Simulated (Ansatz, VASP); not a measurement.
## One calculation of LiTaO2, two programs

Contents of INCAR:

```
ALGO = Normal
EDIFF = 1E-6
EDIFFG = -0.04
ENCUT = 600
GGA = PE
IBRION = 2
ISIF = 3
ISMEAR = 0
LASPH = True
LCHARG = False
LREAL = False
LWAVE = False
NELM = 80
NSW = 90
PREC = Accurate
SIGMA = 0.1
```

Contents of KPOINTS:

```
k-points
0
Gamma
  6 6 4
```

The input POSCAR:

```
LiTaO2
1.0
    3.3102849000      0.0000000000      0.0000000000
   -1.6551424500      2.8667908200      0.0000000000
    0.0000000000      0.0000000000      5.2627886900
Li Ta O
1 1 2
Direct
    0.0000000000      0.0000000000      0.5000000000
    0.0000000000      0.0000000000      0.0000000000
    0.3333333300      0.6666666700      0.0000000000
    0.6666666700      0.3333333300      0.0000000000
```

Input for Ansatz:

```yaml
crystal:
  lattice:
    - [3.3102849, 0.0, 0.0]
    - [-1.65514245, 2.86679082, 0.0]
    - [0.0, 0.0, 5.26278869]
  atoms:
    - { symbol: Li, position: [0.0, 0.0, 0.5] }
    - { symbol: Ta, position: [0.0, 0.0, 0.0] }
    - { symbol: O, position: [0.33333333, 0.66666667, 0.0] }
    - { symbol: O, position: [0.66666667, 0.33333333, 0.0] }
basis:
  ecutwfc: 420
kpoints:
  mp_grid: { grid: [6, 6, 4] }
hamiltonian:
  xc: pbe
scf:
  occupations: { method: gaussian, width: 0.1 }
  lower_state_search: "off"
output:
  forces: true
  stress: true
  eigenvalues: true
relax:
  adjacent_minimum: "off"
  f_tol: 0.04
  max_steps: 70
  cell: { stress_tol: 0.4 }
```

Alike in both runs: task relaxation of cell and atoms; functional PBE; k mesh 6 × 6 × 4; occupations gaussian, width 0.1 eV; no spin polarisation.

|  | VASP | Ansatz |
| --- | --- | --- |
| version | VASP 6.6.1 | Ansatz 0.2.0 |
| potentials or method | VASP PAW PBE potentials, release 64 (Li_sv, Ta_pv, O), cutoff 600 eV | scalar-relativistic, plane waves, PAW |
| valence electrons in the cell | 26 | 28 |

|  | VASP | Ansatz | Ansatz less VASP |
| --- | --- | --- | --- |
| gap on the k mesh at the Fermi level, each at its own relaxed structure (eV) | none | none | - |
| relaxed volume (Å³/atom) | 16.84 | 16.87 | +0.025 |
| relaxed cell length with the largest relative difference (Å) | 5.697 | 5.710 | +0.0129 |

A gap of «none» marks a metal or a gap that the smearing closes. VASP's potentials hold 26 valence electrons a cell and Ansatz's 28, so a difference there can come from the potentials and not from the codes.

The k mesh is coarse, so the values compare programs but aren't converged. Spin-orbit coupling is off throughout. Noted on VASP's run: the cutoff is short for stress, so the pressure is rough; the volume moved by over 15 % at a fixed basis, so the end points are rough.
